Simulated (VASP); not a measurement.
A run of VASP 6.6.1 is set up as follows.

INCAR

```
  PREC = Accurate
  ENCUT = 520
  EDIFF = 1E-7
  ISMEAR = 0
  SIGMA = 0.1
  LREAL = False
  LASPH = True
  NELM = 80
  ALGO = Fast
  ISIF = 2
  LWAVE = False
  LCHARG = True
  GGA = PE
  LELF = True
  LVHAR = True
  NBANDS = 22
```

The input KPOINTS:

```
Automatic mesh
0
Gamma
  15 15 4
```

Contents of POSCAR:

```
Re
1.0
    2.7663873939      0.0000000000      0.0000000000
   -1.3831936969      2.3957617598      0.0000000000
    0.0000000000      0.0000000000      8.9388451600
Re
4
Direct
    0.0000000000      0.0000000000      0.0000000000
    0.3646386130      0.7292772361      0.2500000000
    0.0000000000      0.0000000000      0.5000000000
    0.6666666700      0.3333333300      0.7500000000
```

Potentials or basis: VASP PAW PBE potentials, release 64 (Re).

Command:

```sh
$ cat potpaw_PBE.64/Re/POTCAR > POTCAR
$ mpirun -np 1 vasp_std > vasp.out
```

Problem. Estimate the largest force.

Solution. 0.672 eV/Å.

Problem. What does it give for the pressure?

Solution. 3.3 GPa.

Problem. Predict the band gap on the k mesh.

Solution. Zero (bands 14 and 15 overlap by 2.68 eV).

Stress tensor (GPa, compression positive):
```
5.08 0.00 0.00
0.00 1.94 0.00
0.00 0.00 2.78
```

Caveat: the cell differs from its parent crystal (one atom moved); the cell stands under pressure; spin-orbit coupling is left out, which moves the levels of the heavy elements.
